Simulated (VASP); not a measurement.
# NaI (Pm-3m) in VASP: a series of runs

NaI is run at these levels: PBE; tasks: single point.

All numbers are computed with VASP 6.6.1; they aren't measurements. Logs are shortened: lines on timing, memory, paths and dates and some standing lists are left out, and cuts for length are marked.

### Step 1. The cell of the first run

The structure is cubic, space group Pm-3m (No. 221). Conventional cell: a = 3.979 Å, b = 3.979 Å, c = 3.979 Å, α = 90.00°, β = 90.00°, γ = 90.00°. Within 4.5 Å of Na (site symmetry m-3m) lie 8 I at 3.45 Å and 6 Na at 3.98 Å. Within 4.5 Å of I (site symmetry m-3m) lie 8 Na at 3.45 Å and 6 I at 3.98 Å.

### Step 2. Single point, PBE (volume changed by -6%)

File INCAR:

```
ALGO = Normal
EDIFF = 1E-6
ENCUT = 520
GGA = PE
ISIF = 2
ISMEAR = 0
LASPH = T
LCHARG = F
LREAL = F
LWAVE = F
NBANDS = 14
NELM = 80
PREC = Accurate
SIGMA = 0.01
```

File KPOINTS:

```
k-points
0
Gamma
  6 6 6
```

File POSCAR:

```
NaI
1.0
    3.9794950708      0.0000000000      0.0000000000
    0.0000000000      3.9794950708      0.0000000000
    0.0000000000      0.0000000000      3.9794950708
Na I
1 1
Direct
    0.0000000000      0.0000000000      0.0000000000
    0.5000000000      0.5000000000      0.5000000000
```

Potentials or basis: VASP PAW PBE potentials, release 64 (Na_pv, I).

The run is started by

```bash
cat potpaw_PBE.64/Na_pv/POTCAR potpaw_PBE.64/I/POTCAR > POTCAR
mpirun -np 1 vasp_std > vasp.out
```

OUTCAR:

```text
EDIFF = 1E-6
   ENCUT = 520
   GGA = PE
   ISIF = 2
   ISMEAR = 0
   LASPH = T
   LREAL = F
   NELM = 80
   PREC = Accurate

 ion  position               nearest neighbor table
   1  0.000  0.000  0.000-
   2  0.500  0.500  0.500-

  LATTYP: Found a simple cubic cell.
 ALAT       =     3.9794950708

  Lattice vectors:

 A1 = (   3.9794950708,   0.0000000000,   0.0000000000)
 A2 = (   0.0000000000,   3.9794950708,   0.0000000000)
 A3 = (   0.0000000000,   0.0000000000,   3.9794950708)

Analysis of symmetry for initial positions (statically):
=====================================================================
 Subroutine PRICEL returns:
 Original cell was already a primitive cell.

 Routine SETGRP: Setting up the symmetry group for a
 simple cubic supercell.

 Subroutine GETGRP returns: Found 48 space group operations
[... 9 lines left out ...]

 Routine SETGRP: Setting up the symmetry group for a
 simple cubic supercell.

 Subroutine GETGRP returns: Found 48 space group operations
[... 11 lines left out ...]
                                     Primitive cell

  volume of cell :      63.0208

  direct lattice vectors                    reciprocal lattice vectors
     3.979495071  0.000000000  0.000000000     0.251288161  0.000000000  0.000000000
     0.000000000  3.979495071  0.000000000     0.000000000  0.251288161  0.000000000
     0.000000000  0.000000000  3.979495071     0.000000000  0.000000000  0.251288161

  length of vectors
     3.979495071  3.979495071  3.979495071     0.251288161  0.251288161  0.251288161

  position of ions in fractional coordinates (direct lattice)
     0.000000000  0.000000000  0.000000000
     0.500000000  0.500000000  0.500000000

  ion indices of the primitive-cell ions
   primitive index   ion index
                 1           1
                 2           2

----------------------------------------------------------------------------------------

 KPOINTS: k-points

Automatic generation of k-mesh.
 Grid dimensions read from file:
 generate k-points for:    6    6    6

 Generating k-lattice:

  Cartesian coordinates                     Fractional coordinates (reciprocal lattice)
     0.041881360  0.000000000  0.000000000     0.166666667  0.000000000  0.000000000
     0.000000000  0.041881360  0.000000000     0.000000000  0.166666667  0.000000000
     0.000000000  0.000000000  0.041881360     0.000000000  0.000000000  0.166666667

  Length of vectors
[... 56 lines left out ...]
   ISIF   =      2    stress and relaxation
   ISYM   =      2    0-nonsym 1-usesym 2-fastsym
   POTIM  = 0.5000    time-step for ionic-motion
   TEBEG  =    0.0;   TEEND  =   0.0 temperature during run
   PSTRESS=    0.0 pullay stress
   NELECT =      14.0000    total number of electrons
   NUPDOWN=      -1.0000    fix difference up-down
   EMIN   =  10.00;   EMAX   =-10.00  energy-range for DOS
   EFERMI =   0.00;   METHOD = LEGACY
   ISMEAR =     0;   SIGMA  =   0.01  broadening in eV -4-tet -1-fermi 0-gaus
   EFERMI_NEDOS =   21; number of points for ismear=-14 and -15
   IALGO  =     38    algorithm
   IMIX   =      4    mixing-type and parameters
     AMIX     =   0.40;   BMIX     =  1.00
     AMIX_MAG =   1.60;   BMIX_MAG =  1.00
  volume/ion in A,a.u.               =      31.51       212.64
  Fermi-wavevector in a.u.,A,eV,Ry     =   0.991493  1.873650 13.375314  0.983058
  Thomas-Fermi vector in A             =   2.123238
   LORBIT       =      0    0 simple, 1 ext, 2 COOP (PROOUT), +10 PAW based schemes
   GGA     = PE    functional components
   LHFCALC =     F    Hartree Fock is set to
   AEXX    =    0.0000 exact exchange contribution
   IVDW    =     0    specifies the selected vdW correction
   LEPSILON=     F    determine dielectric tensor
   LRPA    =     F    only Hartree local field effects (RPA)
 non-spin polarized calculation
 Gauss-broadening in eV      SIGMA  =   0.01
  energy-cutoff  :      520.00
  volume of cell :       63.02
 maximum number of plane-waves:      1743
 NGX is ok and might be reduce to    30
   NGX = 15   NGY = 15   NGZ = 15

 number of electron      13.9999992 magnetization

 Free energy of the ion-electron system (eV)
  ---------------------------------------------------
  ext. energy  EPLUGINS =         0.00000000
  ---------------------------------------------------
  free energy    TOTEN  =        -5.05909138 eV

  energy without entropy =       -5.05909138  energy(sigma->0) =       -5.05909138

 E-fermi :   2.3766     XC(G=0):  -8.0543

 val. band max:        2.3331326174   @ k =   0.5000   0.5000   0.0000
 cond. band min:       4.7007355355   @ k =   0.0000   0.0000   0.0000
 fundamental gap:      2.3676029181
 Fermi energy:         2.3765512116

 k-point     1 :       0.0000    0.0000    0.0000
  band No.  band energies     occupation
      1     -21.3649      2.00000
      2     -21.3649      2.00000
      3     -21.3649      2.00000
      4      -9.6745      2.00000
      5       1.6248      2.00000
      6       1.6248      2.00000
      7       1.6248      2.00000
      8       4.7007      0.00000
      9       7.8197      0.00000
     10       7.8197      0.00000
     11      13.8033      0.00000
     12      13.8033      0.00000
     13      13.8033      0.00000
     14      14.3428      0.00000
[... 309 lines left out ...]
      1     -21.3720      2.00000
      2     -21.3720      2.00000
      3     -21.3720      2.00000
      4      -8.6719      2.00000
      5       0.0657      2.00000
      6       0.0657      2.00000
      7       0.0657      2.00000
      8       6.4228      0.00000
      9       6.4228      0.00000
     10       6.4228      0.00000
     11       9.0149      0.00000
     12      16.3159      0.00000
     13      16.3159      0.00000
     14      16.3159      0.00000

------------------------ aborting loop because EDIFF is reached ----------------------------------------

  FORCE on cell =-STRESS in cart. coord.  units (eV):
  Direction    XX          YY          ZZ          XY          YZ          ZX
  --------------------------------------------------------------------------------------
  -------------------------------------------------------------------------------------
  Total        0.4772372      0.4772372      0.4772372      0.0000000      0.0000000     -0.0000000
  in kB       12.1327973     12.1327973     12.1327973      0.0000000      0.0000000     -0.0000000
  external PRESSURE =      12.1327973 kB  Pullay stress =       0.0000000 kB

 VOLUME and BASIS-vectors are now :
 -----------------------------------------------------------------------------
  energy-cutoff  :      520.00
  volume of cell :       63.02
      direct lattice vectors                 reciprocal lattice vectors
     3.979495071  0.000000000  0.000000000     0.251288161  0.000000000  0.000000000
     0.000000000  3.979495071  0.000000000     0.000000000  0.251288161  0.000000000
     0.000000000  0.000000000  3.979495071     0.000000000  0.000000000  0.251288161

 POSITION                                       TOTAL-FORCE (eV/Angst)
 -----------------------------------------------------------------------------------
      0.00000      0.00000      0.00000         0.000000      0.000000      0.000000
      1.98975      1.98975      1.98975         0.000000      0.000000      0.000000
 -----------------------------------------------------------------------------------
    total drift:                                0.000000     -0.000000     -0.000000

  FREE ENERGIE OF THE ION-ELECTRON SYSTEM (eV)
  ---------------------------------------------------
  free  energy   TOTEN  =        -5.0590913827 eV

  energy  without entropy=       -5.0590913827  energy(sigma->0) =       -5.05909138
```

stdout:

```text
POSCAR found type information on POSCAR NaI
 POSCAR found :  2 types and       2 ions
 scaLAPACK will be used
 LDA part: xc-table for (Slater+PW92), standard interpolation
 POSCAR, INCAR and KPOINTS ok, starting setup
 FFT: planning ... GRIDC
 FFT: planning ... GRID_SOFT
 FFT: planning ... GRID
 WAVECAR not read
 entering main loop
```

Wall time 12 s (1 thread of Intel Xeon Platinum 8259CL at 2.50GHz (Skylake/Cascade Lake), shared host); peak memory 0.17 GiB.

Results:

```yaml
Free_energy: -5.0591 eV
Pressure: 1.2 GPa
Band_gap_on_the_k_mesh: 2.37 eV, indirect (least direct gap 2.70 eV)
```

Levels at points of the mesh, in eV from the valence-band top:
| k point | band 5 | band 6 | band 7 | band 8 | band 9 | band 10 |
| --- | --- | --- | --- | --- | --- | --- |
| (0.00, 0.00, 0.00) | -0.71 | -0.71 | -0.71 | 2.37 | 5.49 | 5.49 |
| (0.50, 0.00, 0.00) | -3.51 | -0.36 | -0.36 | 4.69 | 6.51 | 6.99 |
| (0.50, 0.50, 0.00) | -2.79 | -2.79 | 0.00 | 2.70 | 7.04 | 8.42 |
| (0.50, 0.50, 0.50) | -2.27 | -2.27 | -2.27 | 4.09 | 4.09 | 4.09 |

Caveat: the cell differs from its parent crystal (volume changed by -6%); spin-orbit coupling is left out, which moves the levels of the heavy elements.

### Step 3. Single point, PBE

This run uses another cell than the first one, of 32.98 Å³/atom, 1.047 times its volume.

File INCAR:

```
PREC = Accurate
ENCUT = 520
EDIFF = 1E-6
ISMEAR = 0
SIGMA = 0.01
LREAL = False
LASPH = True
NELM = 60
ALGO = Normal
ISIF = 2
LWAVE = False
LCHARG = False
GGA = PE
NBANDS = 14
```

File KPOINTS:

```
regular mesh
0
Gamma
  6 6 6
```

File POSCAR:

```
NaI
1.0
    4.0405365889      0.0000000000      0.0000000000
    0.0000000000      4.0405365889      0.0000000000
    0.0000000000      0.0000000000      4.0405365889
Na I
1 1
Direct
    0.0000000000      0.0000000000      0.0000000000
    0.5000000000      0.5000000000      0.5000000000
```

Potentials or basis: VASP PAW PBE potentials, release 64 (Na_pv, I).

The run is started by

```bash
cat potpaw_PBE.64/Na_pv/POTCAR potpaw_PBE.64/I/POTCAR > POTCAR
mpirun -np 1 vasp_std > vasp.out
```

OUTCAR:

```text
PREC = Accurate
   ENCUT = 520
   EDIFF = 1E-6
   ISMEAR = 0
   LREAL = False
   LASPH = True
   NELM = 60
   ISIF = 2
   GGA = PE

 ion  position               nearest neighbor table
   1  0.000  0.000  0.000-
   2  0.500  0.500  0.500-

  LATTYP: Found a simple cubic cell.
 ALAT       =     4.0405365889

  Lattice vectors:

 A1 = (   4.0405365889,   0.0000000000,   0.0000000000)
 A2 = (   0.0000000000,   4.0405365889,   0.0000000000)
[... 516 lines left out ...]
     14      15.5354      0.00000

------------------------ aborting loop because EDIFF is reached ----------------------------------------

  FORCE on cell =-STRESS in cart. coord.  units (eV):
  Direction    XX          YY          ZZ          XY          YZ          ZX
  --------------------------------------------------------------------------------------
  -------------------------------------------------------------------------------------
  Total        0.1246921      0.1246921      0.1246921      0.0000000      0.0000000     -0.0000000
  in kB        3.0285346      3.0285346      3.0285346      0.0000000      0.0000000     -0.0000000
  external PRESSURE =       3.0285346 kB  Pullay stress =       0.0000000 kB

 VOLUME and BASIS-vectors are now :
 -----------------------------------------------------------------------------
  energy-cutoff  :      520.00
  volume of cell :       65.97
      direct lattice vectors                 reciprocal lattice vectors
     4.040536589  0.000000000  0.000000000     0.247491881  0.000000000  0.000000000
     0.000000000  4.040536589  0.000000000     0.000000000  0.247491881  0.000000000
     0.000000000  0.000000000  4.040536589     0.000000000  0.000000000  0.247491881

 POSITION                                       TOTAL-FORCE (eV/Angst)
 -----------------------------------------------------------------------------------
      0.00000      0.00000      0.00000         0.000000      0.000000      0.000000
      2.02027      2.02027      2.02027         0.000000      0.000000      0.000000
 -----------------------------------------------------------------------------------
    total drift:                                0.000000     -0.000000     -0.000000

  FREE ENERGIE OF THE ION-ELECTRON SYSTEM (eV)
  ---------------------------------------------------
  free  energy   TOTEN  =        -5.0727329526 eV

  energy  without entropy=       -5.0727329526  energy(sigma->0) =       -5.07273295
```

stdout:

```text
POSCAR found type information on POSCAR NaI
 POSCAR found :  2 types and       2 ions
 scaLAPACK will be used
 LDA part: xc-table for (Slater+PW92), standard interpolation
 POSCAR, INCAR and KPOINTS ok, starting setup
 FFT: planning ... GRIDC
 FFT: planning ... GRID_SOFT
 FFT: planning ... GRID
 WAVECAR not read
 entering main loop
```

Wall time 12 s (1 thread of Intel Xeon Platinum 8259CL at 2.50GHz (Skylake/Cascade Lake), shared host); peak memory 0.17 GiB.

What came out:

* Free energy: -5.0727 eV
* Pressure: 0.3 GPa
* Band gap on the k mesh: 2.30 eV, indirect (least direct gap 2.79 eV)

Levels at points of the mesh, in eV from the valence-band top:
| k point | band 4 | band 5 | band 6 | band 7 | band 8 | band 9 | band 10 | band 11 |
| --- | --- | --- | --- | --- | --- | --- | --- | --- |
| (0.00, 0.00, 0.00) | -11.82 | -0.65 | -0.65 | -0.65 | 2.30 | 5.59 | 5.59 | 11.21 |
| (0.50, 0.00, 0.00) | -11.49 | -3.26 | -0.32 | -0.32 | 4.64 | 6.29 | 7.06 | 7.91 |
| (0.50, 0.50, 0.00) | -11.21 | -2.59 | -2.59 | 0.00 | 2.79 | 7.00 | 8.26 | 8.26 |
| (0.50, 0.50, 0.50) | -10.93 | -2.10 | -2.10 | -2.10 | 4.18 | 4.18 | 4.18 | 6.55 |

Caveat: spin-orbit coupling is left out, which moves the levels of the heavy elements. A k mesh can miss the band edges.

### Step 4. Single point, PBE (volume changed by -3%)

File INCAR:

```
  PREC = Accurate
  ENCUT = 520
  EDIFF = 1E-6
  ISMEAR = 0
  SIGMA = 0.01
  LREAL = False
  LASPH = True
  NELM = 80
  ALGO = Normal
  ISIF = 2
  LWAVE = False
  LCHARG = True
  GGA = PE
  LELF = True
  LVHAR = True
  NBANDS = 14
```

File KPOINTS:

```
Automatic mesh
0
Gamma
  6 6 6
```

File POSCAR:

```
NaI
1.0
    4.0213875711      0.0000000000      0.0000000000
    0.0000000000      4.0213875711      0.0000000000
    0.0000000000      0.0000000000      4.0213875711
Na I
1 1
Direct
    0.0000000000      0.0000000000      0.0000000000
    0.5000000000      0.5000000000      0.5000000000
```

The run is started by

```bash
cat potpaw_PBE.64/Na_pv/POTCAR potpaw_PBE.64/I/POTCAR > POTCAR
mpirun -np 1 vasp_std > vasp.out
```

Wall time 13 s (1 thread of Intel Xeon Platinum 8259CL at 2.50GHz (Skylake/Cascade Lake), shared host); peak memory 0.17 GiB.

The run converged. Its results:

- Free energy: -5.0702 eV
- Pressure: 0.6 GPa
- Band gap on the k mesh: 2.32 eV, indirect (least direct gap 2.76 eV)

Levels at points of the mesh, in eV from the valence-band top:
```csv
k point,band 3,band 4,band 5,band 6,band 7,band 8,band 9,band 10,band 11,band 12
"(0.00, 0.00, 0.00)",-23.70,-11.88,-0.67,-0.67,-0.67,2.32,5.56,5.56,11.29,11.29
"(0.50, 0.00, 0.00)",-23.70,-11.53,-3.34,-0.33,-0.33,4.66,6.36,7.04,7.92,7.92
"(0.50, 0.50, 0.00)",-23.70,-11.24,-2.65,-2.65,0.00,2.76,7.01,8.31,8.31,8.90
"(0.50, 0.50, 0.50)",-23.71,-10.96,-2.15,-2.15,-2.15,4.15,4.15,4.15,6.59,13.71
```

Caveat: the cell differs from its parent crystal (volume changed by -3%); spin-orbit coupling is left out, which moves the levels of the heavy elements. A k mesh can miss the band edges.

(Continued in part 2 of 2.)
